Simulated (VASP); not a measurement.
# InSe (P-6m2) in VASP: single point with r2SCAN

Aim: the single point of InSe with r2SCAN.

Everything below comes from runs of VASP 6.6.1. Logs are shortened: lines on timing, memory, paths and dates and some standing lists are left out, and cuts for length are marked.

**1. The cell of the first run**

Symmetry: P-6m2, No. 187, hexagonal system. The conventional cell has a = 4.047 Å, b = 4.047 Å, c = 18.052 Å, α = 90.00°, β = 90.00°, γ = 120.00°. In (site symmetry 3m) has 3 Se at 2.65 Å and 1 In at 2.79 Å within 3.5 Å. Within 3.5 Å of In (site symmetry 3m) lie 3 Se at 2.65 Å and 1 In at 2.79 Å. Se (site symmetry 3m) has 3 In at 2.65 Å within 3.5 Å. Within 3.5 Å of Se (site symmetry 3m) lie 3 In at 2.65 Å.

**2. Single point, r2SCAN**

The input, POSCAR:

```
InSe
1.0
    4.0473290000      0.0000000000      0.0000000000
   -2.0236650000      3.5050900000      0.0000000000
    0.0000000000      0.0000000000     18.0520650000
In Se
4 4
Direct
    0.0000000000      0.0000000000      0.5773940000
    0.0000000000      0.0000000000      0.4226060000
    0.3333333333      0.6666666667      0.9226100000
    0.3333333333      0.6666666667      0.0773900000
    0.6666666667      0.3333333333      0.8530000000
    0.6666666667      0.3333333333      0.1470000000
    0.3333333333      0.6666666667      0.6470160000
    0.3333333333      0.6666666667      0.3529840000
```

The input, INCAR.step1:

```
PREC = Accurate
ENCUT = 520
ISMEAR = 0
SIGMA = 0.01
LREAL = F
LASPH = T
NELM = 60
NBANDS = 48
GGA = PE
ALGO = Normal
EDIFF = 1E-4
LWAVE = T
LCHARG = F
```

The input, INCAR.step2:

```
PREC = Accurate
ENCUT = 520
EDIFF = 1E-6
ISMEAR = 0
SIGMA = 0.01
LREAL = F
LASPH = T
NELM = 60
ALGO = Normal
ISIF = 2
LWAVE = F
LCHARG = F
METAGGA = R2SCAN
LMIXTAU = T
NBANDS = 48
ISTART = 1
```

The input, KPOINTS:

```
regular mesh
0
Gamma
  6 6 1
```

Potentials or basis: VASP PAW PBE potentials, release 64 (In_d, Se).

The run is started by

```bash
$ cat potpaw_PBE.64/In_d/POTCAR potpaw_PBE.64/Se/POTCAR > POTCAR
$ cp INCAR.step1 INCAR
$ mpirun -np 1 vasp_std > vasp.out
$ cp INCAR.step2 INCAR
$ mpirun -np 1 vasp_std > vasp.out
```

OUTCAR:

```text
PREC = Accurate
   ENCUT = 520
   EDIFF = 1E-6
   ISMEAR = 0
   LREAL = F
   LASPH = T
   NELM = 60
   ISIF = 2
   METAGGA = R2SCAN
   ISTART = 1

 ion  position               nearest neighbor table
   1  0.000  0.000  0.577-   7 2.65   7 2.65   7 2.65   2 2.79
   2  0.000  0.000  0.423-   8 2.65   8 2.65   8 2.65   1 2.79
   3  0.333  0.667  0.923-   5 2.65   5 2.65   5 2.65   4 2.79
   4  0.333  0.667  0.077-   6 2.65   6 2.65   6 2.65   3 2.79
   5  0.667  0.333  0.853-   3 2.65   3 2.65   3 2.65
   6  0.667  0.333  0.147-   4 2.65   4 2.65   4 2.65
   7  0.333  0.667  0.647-   1 2.65   1 2.65   1 2.65
   8  0.333  0.667  0.353-   2 2.65   2 2.65   2 2.65

  LATTYP: Found a hexagonal cell.
 ALAT       =     4.0473290000
 C/A-ratio  =     4.4602415568

  Lattice vectors:

 A1 = (   4.0473290000,   0.0000000000,   0.0000000000)
 A2 = (  -2.0236650000,   3.5050900000,   0.0000000000)
 A3 = (   0.0000000000,   0.0000000000,  18.0520650000)

Analysis of symmetry for initial positions (statically):
=====================================================================
 Subroutine PRICEL returns:
 Original cell was already a primitive cell.

 Routine SETGRP: Setting up the symmetry group for a
 hexagonal supercell.

 Subroutine GETGRP returns: Found 12 space group operations
 (whereof 12 operations were pure point group operations)
 out of a pool of 24 trial point group operations.

The static configuration has the point symmetry D_3h.

Analysis of symmetry for dynamics (positions and initial velocities):
=====================================================================
 Subroutine PRICEL returns:
 Original cell was already a primitive cell.

 Routine SETGRP: Setting up the symmetry group for a
 hexagonal supercell.

 Subroutine GETGRP returns: Found 12 space group operations
 (whereof 12 operations were pure point group operations)
 out of a pool of 24 trial point group operations.

The dynamic configuration has the point symmetry D_3h.

 Subroutine INISYM returns: Found 12 space group operations
 (whereof 12 operations are pure point group operations),
 and found     1 'primitive' translations

----------------------------------------------------------------------------------------

                                     Primitive cell

  volume of cell :     256.0912
[... 85 lines left out ...]
   EDIFFG = 0.1E-04   stopping-criterion for IOM
   NSW    =      0    number of steps for IOM
   IBRION =     -1    ionic relax: 0-MD 1-quasi-New 2-CG
   NFREE  =      0    steps in history (QN), initial steepest desc. (CG)
   ISIF   =      2    stress and relaxation
   ISYM   =      2    0-nonsym 1-usesym 2-fastsym
   POTIM  = 0.5000    time-step for ionic-motion
   TEBEG  =    0.0;   TEEND  =   0.0 temperature during run
   PSTRESS=    0.0 pullay stress
   NELECT =      76.0000    total number of electrons
   NUPDOWN=      -1.0000    fix difference up-down
   EMIN   =  10.00;   EMAX   =-10.00  energy-range for DOS
   EFERMI =   0.00;   METHOD = LEGACY
   ISMEAR =     0;   SIGMA  =   0.01  broadening in eV -4-tet -1-fermi 0-gaus
   EFERMI_NEDOS =   21; number of points for ismear=-14 and -15
   IALGO  =     38    algorithm
   IMIX   =      4    mixing-type and parameters
     AMIX     =   0.40;   BMIX     =  1.00
     AMIX_MAG =   1.60;   BMIX_MAG =  1.00
  volume/ion in A,a.u.               =      32.01       216.02
  Fermi-wavevector in a.u.,A,eV,Ry     =   1.091980  2.063542 16.223850  1.192419
  Thomas-Fermi vector in A             =   2.228236
   LORBIT       =      0    0 simple, 1 ext, 2 COOP (PROOUT), +10 PAW based schemes
   METAGGA = R2SCAN    functional components
   LHFCALC =     F    Hartree Fock is set to
   AEXX    =    0.0000 exact exchange contribution
   IVDW    =     0    specifies the selected vdW correction
   LEPSILON=     F    determine dielectric tensor
   LRPA    =     F    only Hartree local field effects (RPA)
 non-spin polarized calculation
 Gauss-broadening in eV      SIGMA  =   0.01
  energy-cutoff  :      520.00
  volume of cell :      256.09
 maximum number of plane-waves:      6951
   NGX = 15   NGY = 15   NGZ = 67

 number of electron      76.0000024 magnetization

 Free energy of the ion-electron system (eV)
  ---------------------------------------------------
  ext. energy  EPLUGINS =         0.00000000
  ---------------------------------------------------
  free energy    TOTEN  =      -152.93579868 eV

  energy without entropy =     -152.93579868  energy(sigma->0) =     -152.93579868

 E-fermi :   2.8357     XC(G=0):  -8.9095

 val. band max:        2.7775870589   @ k =   0.0000   0.0000   0.0000
 cond. band min:       3.9079442525   @ k =   0.0000   0.0000   0.0000
 fundamental gap:      1.1303571936
 Fermi energy:         2.8356958021

 k-point     1 :       0.0000    0.0000    0.0000
  band No.  band energies     occupation
      1     -12.2433      2.00000
      2     -12.2366      2.00000
      3     -12.0548      2.00000
      4     -12.0548      2.00000
      5     -12.0481      2.00000
      6     -12.0481      2.00000
[... 346 lines left out ...]
     47       9.1515      0.00000
     48       9.1652      0.00000

------------------------ aborting loop because EDIFF is reached ----------------------------------------

  FORCE on cell =-STRESS in cart. coord.  units (eV):
  Direction    XX          YY          ZZ          XY          YZ          ZX
  --------------------------------------------------------------------------------------
  -------------------------------------------------------------------------------------
  Total       -0.2042945     -0.2042946     -0.1063998      0.0000000      0.0000000     -0.0000000
  in kB       -1.2781234     -1.2781236     -0.6656670      0.0000002      0.0000000     -0.0000000
  external PRESSURE =      -1.0739713 kB  Pullay stress =       0.0000000 kB

 VOLUME and BASIS-vectors are now :
 -----------------------------------------------------------------------------
  energy-cutoff  :      520.00
  volume of cell :      256.09
      direct lattice vectors                 reciprocal lattice vectors
     4.047329000  0.000000000  0.000000000     0.247076529  0.142649725  0.000000000
    -2.023665000  3.505090000  0.000000000     0.000000000  0.285299379  0.000000000
     0.000000000  0.000000000 18.052065000     0.000000000  0.000000000  0.055395325

 POSITION                                       TOTAL-FORCE (eV/Angst)
 -----------------------------------------------------------------------------------
      0.00000      0.00000     10.42315         0.000000      0.000000      0.008997
      0.00000      0.00000      7.62891        -0.000000      0.000000     -0.008997
     -0.00000      2.33673     16.65502        -0.000000      0.000000     -0.007818
     -0.00000      2.33673      1.39705        -0.000000      0.000000      0.007818
      2.02366      1.16836     15.39841         0.000000     -0.000000     -0.042299
      2.02366      1.16836      2.65365         0.000000     -0.000000      0.042299
     -0.00000      2.33673     11.67997         0.000000      0.000000      0.041691
     -0.00000      2.33673      6.37209        -0.000000      0.000000     -0.041691
 -----------------------------------------------------------------------------------
    total drift:                                0.000006      0.000010     -0.000000

  FREE ENERGIE OF THE ION-ELECTRON SYSTEM (eV)
  ---------------------------------------------------
  free  energy   TOTEN  =      -152.9357986764 eV

  energy  without entropy=     -152.9357986764  energy(sigma->0) =     -152.93579868
```

Run time: 18 min. Hardware: 1 thread of AMD EPYC 7R13, shared host; peak memory 0.4 GiB.

What came out:

```
Free energy            : -152.9358 eV
Pressure               : -0.1 GPa
Largest force          : 0.042 eV/Å
Band gap on the k mesh : 1.13 eV
```

Forces on the atoms (eV/Å):
```
In   0.000  0.000  0.009
In   0.000  0.000 -0.009
In   0.000  0.000 -0.008
In   0.000  0.000  0.008
Se   0.000  0.000 -0.042
Se   0.000  0.000  0.042
Se   0.000  0.000  0.042
Se   0.000  0.000 -0.042
```

Levels at points of the mesh, in eV from the valence-band top:
```
           k point  band 35  band 36  band 37  band 38  band 39  band 40  band 41  band 42
(0.00, 0.00, 0.00)    -1.01    -1.01    -0.93     0.00     1.13     1.88     2.71     2.76
(0.50, 0.00, 0.00)    -1.98    -1.94    -1.48    -1.35     1.98     2.08     2.20     2.30
```

Caveat: the PAW data sets were made with another functional, which shifts forces and pressure a little; spin-orbit coupling is left out, which moves the levels of the heavy elements.
